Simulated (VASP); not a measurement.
A run of VASP 6.6.1:

Contents of INCAR:

```
ALGO = Normal
EDIFF = 1E-6
ENCUT = 500
GGA = PE
GGA_COMPAT = False
ISIF = 2
ISMEAR = 0
LASPH = True
LCHARG = False
LREAL = False
LWAVE = False
NBANDS = 11
NELM = 120
PREC = Accurate
SIGMA = 0.1
```

Contents of KPOINTS:

```
k-points
0
Gamma
  8 8 8
```

Contents of POSCAR:

```
BP
1.0
    0.0000000000      2.2660723800      2.2660723800
    2.2660723800      0.0000000000      2.2660723800
    2.2660723800      2.2660723800      0.0000000000
B P
1 1
Direct
    0.0000000000      0.0000000000      0.0000000000
    0.2500000000      0.2500000000      0.2500000000
```

Potentials or basis: VASP PAW PBE potentials, release 64 (B, P).

The run is started by

```sh
$ cat potpaw_PBE.64/B/POTCAR potpaw_PBE.64/P/POTCAR > POTCAR
$ mpirun -np 1 vasp_std > vasp.out
```

Hardware: 1 thread of Intel Xeon 8259CL (shared host).

Task: How long does it take, and how much memory?

Result: Wall time 10 s on 1 thread of Intel Xeon 8259CL, on a shared host, peak memory 0.13 GiB. Counts: scf iterations 12, k points 29.
